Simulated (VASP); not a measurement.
Runs of VASP 6.6.1 on Y. The structure is that of space group Fm-3m (No. 225), or close to it. The cells are those of the table. This isn't the form of Y at room conditions, which is hcp.

```csv
task,cell,k mesh,cutoff (eV),gap on the mesh (eV),pressure (GPa)
relaxation of cell and atoms,"relaxed to 3 GPa from a = 3.486 Å, angles 60.0°, 1 atom",14 × 14 × 14,600,none,3.0
single point,"a = 2.886 Å, angles 60.0°, 1 atom",18 × 18 × 18,520,none,59.7
single point,"a = 3.444 Å, angles 60.0°, 1 atom",14 × 14 × 14,520,none,2.8
relaxation of cell and atoms,"relaxed to 8 GPa from a = 3.354 Å, angles 60.0°, 1 atom",14 × 14 × 14,600,none,8.0
relaxation of cell and atoms,"relaxed to 15 GPa from a = 3.259 Å, angles 60.0°, 1 atom",16 × 16 × 16,600,none,15.0
relaxation of cell and atoms,"relaxed to 30 GPa from a = 3.160 Å, angles 60.0°, 1 atom",16 × 16 × 16,600,none,30.0
single point,"a = 3.245 Å, angles 60.0°, 1 atom",16 × 16 × 16,520,none,14.7
single point,"a = 3.347 Å, angles 60.0°, 1 atom",14 × 14 × 14,520,none,(a)
```

Alike in all rows: level PBEsol; potentials or basis VASP PAW PBE potentials, release 64 (Y_sv); no spin polarisation; smearing gaussian 0.1 eV.

Question: Fill in the values left out.

Answer: (a) 7.8.

Caveats: the PAW data sets were made with another functional, which shifts forces and pressure a little; the cell is relaxed towards a set pressure, so the run minimises the enthalpy, not the energy (at least some runs); the cell stands under pressure (at least some runs).

A k mesh can miss the band edges, and the runs leave out spin-orbit coupling on Y.

A gap of «none» marks levels without a gap at the run's occupations.
